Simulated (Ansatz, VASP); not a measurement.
**Te in VASP and in Ansatz**

```
Te
1.0
     3.22081    0.00000    0.00000
     0.00000    3.22081    0.00000
     0.00000    0.00000    3.22081
Te
1
Direct
  0.00000 0.00000 0.00000
```

Alike in both runs: functional PBE; k mesh 13 × 13 × 13; occupations fermi-dirac, width 0.05 eV; no spin polarisation.

Ansatz relaxed the structure, and its values are those at the end. VASP's run is a single point on that final structure, the one shown.

|  | VASP | Ansatz |
| --- | --- | --- |
| version | VASP 6.6.1 | Ansatz 0.2.0 |
| potentials or method | VASP PAW PBE potentials, release 64 (Te), cutoff 520 eV | all-electron LAPW, non-relativistic |

|  | VASP | Ansatz | Ansatz less VASP |
| --- | --- | --- | --- |
| pressure (GPa) | -1.0 | 0.0 | +0.97 |

Ansatz ran all-electron here, and VASP with PAW potentials.

Neither program's run includes spin-orbit coupling.
